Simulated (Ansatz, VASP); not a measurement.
## One calculation of Mg, two programs

```
Mg
1.0
     0.00000    3.43185    3.43185
     3.43185    0.00000    3.43185
     3.43185    3.43185    0.00000
Mg
2
Direct
  0.12500 0.12500 0.12500
  0.87500 0.87500 0.87500
```

Alike in both runs: task single point; functional PBE; k mesh 8 × 8 × 8; occupations fermi-dirac, width 0.1 eV; non-collinear spin, spin-orbit coupling.

|  | VASP | Ansatz |
| --- | --- | --- |
| version | VASP 6.6.1 | Ansatz 0.2.0 |
| potentials or method | VASP PAW PBE potentials, release 64 (Mg), cutoff 520 eV | plane waves (420 eV) with PAW, fully relativistic with spin-orbit coupling |
| valence electrons in the cell | 4 | 20 |

|  | VASP | Ansatz | Ansatz less VASP |
| --- | --- | --- | --- |
| net moment per atom (μB) | 0.00 | 0.00 | 0.000 |

With one functional, cell and mesh, what is left measures potentials, basis and numerics. VASP's potentials hold 4 valence electrons a cell and Ansatz's 20, so a difference there can come from the potentials and not from the codes.
